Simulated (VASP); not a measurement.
Input of a VASP 6.6.1 run:

File POSCAR:

```
GaAs
1.0
    0.0000000000      2.7691429914      2.7691429914
    2.7691429914      0.0000000000      2.7691429914
    2.7691429914      2.7691429914      0.0000000000
As Ga
1 1
Direct
    0.7500000000      0.7500000000      0.7500000000
    0.0000000000      0.0000000000      0.0000000000
```

The input INCAR.step1:

```
PREC = Accurate
ENCUT = 520
EDIFF = 1E-5
ISMEAR = -1
SIGMA = 0.05
LREAL = False
LASPH = True
NELM = 100
ALGO = Normal
ISIF = 2
LWAVE = True
GGA = PE
NBANDS = 16
```

Contents of INCAR.step2:

```
PREC = Accurate
ENCUT = 520
EDIFF = 1E-7
ISMEAR = -1
SIGMA = 0.05
LREAL = False
LASPH = True
NELM = 100
ALGO = Normal
ISIF = 2
LWAVE = False
LCHARG = True
GGA = PS
LHFCALC = True
AEXX = 0.25
HFSCREEN = 0.207
PRECFOCK = Normal
LELF = True
LVHAR = True
ISTART = 1
NBANDS = 16
```

File KPOINTS:

```
regular mesh
0
Gamma
  4 4 4
```

Potentials or basis: VASP PAW PBE potentials, release 64 (As, Ga_d).

Command:

```bash
$ cat potpaw_PBE.64/As/POTCAR potpaw_PBE.64/Ga_d/POTCAR > POTCAR
$ cp INCAR.step1 INCAR
$ mpirun -np 1 vasp_std > vasp.out
$ cp INCAR.step2 INCAR
$ mpirun -np 1 vasp_std > vasp.out
```

(1) Predict the band gap on the k mesh.

(2) Predict the pressure.

Results:

(1) 1.88 eV (least direct gap 1.91 eV).

(2) 4.4 GPa.

Caveat: the k points lie up to 0.49 Å⁻¹ apart; the PAW data sets were made with another functional, which shifts forces and pressure a little.
